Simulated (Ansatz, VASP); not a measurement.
# Two plane-wave programs on Ru

File INCAR:

```
  PREC = Accurate
  ENCUT = 520
  EDIFF = 1E-6
  ISMEAR = -1
  SIGMA = 0.05
  LREAL = False
  LASPH = True
  NELM = 60
  ALGO = Normal
  ISIF = 2
  LWAVE = False
  LCHARG = False
  GGA = PE
  NBANDS = 21
```

File KPOINTS:

```
Automatic mesh
0
Gamma
  9 9 5
```

The input POSCAR:

```
Ru
1.0
    2.7058000000      0.0000000000      0.0000000000
   -1.3529000000      2.3432915376      0.0000000000
    0.0000000000      0.0000000000      4.4531760000
Ru
2
Direct
    0.6666666667      0.3333333333      0.7500000000
    0.3333333333      0.6666666667      0.2500000000
```

Contents of input.yaml:

```yaml
crystal:
  lattice:
    - [2.7058, 0.0, 0.0]
    - [-1.3529, 2.3432915376, 0.0]
    - [0.0, 0.0, 4.453176]
  atoms:
    - { symbol: Ru, position: [0.6666666667, 0.3333333333, 0.75] }
    - { symbol: Ru, position: [0.3333333333, 0.6666666667, 0.25] }
hamiltonian:
  xc: pbe
  pseudopotentials: { kind: paw }
kpoints:
  mp_grid: { grid: [9, 9, 5] }
  band_path:
    path:
      - [[0.0, 0.0, 0.0], [0.5, 0.0, 0.0], [0.3333333333, 0.3333333333, 0.0], [0.0, 0.0, 0.0], [0.0, 0.0, 0.5], [0.5, 0.0, 0.5], [0.3333333333, 0.3333333333, 0.5], [0.0, 0.0, 0.5]]
      - [[0.5, 0.0, 0.5], [0.5, 0.0, 0.0]]
      - [[0.3333333333, 0.3333333333, 0.0], [0.3333333333, 0.3333333333, 0.5]]
    npoints: 14
scf:
  occupations: { method: fermi_dirac, width: 0.05 }
  n_extra_bands: 6
output:
  forces: true
  stress: true
  eigenvalues: true
  fatbands: false
```

Alike in both runs: functional PBE; k mesh 9 × 9 × 5; occupations fermi-dirac, width 0.05 eV; no spin polarisation.

```csv
,VASP,Ansatz
version,VASP 6.6.1,Ansatz 0.2.0
potentials or method,"VASP PAW PBE potentials, release 64 (Ru_pv)",Ansatz PAW
plane-wave cutoff (eV),520,420
valence electrons in the cell,28,32
task,single point,band structure
```

```tsv
	VASP	Ansatz	Ansatz less VASP
gap on the k mesh at the Fermi level (eV)	none	none	-
pressure (GPa)	-7.6	-7.5	+0.12
traceless stress, the component that is largest in VASP (GPa)	-12.79	-12.81	-0.022
```

A gap of «none» marks a metal or a gap that the smearing closes. VASP's potentials hold 28 valence electrons a cell and Ansatz's 32, so a difference there can come from the potentials and not from the codes.
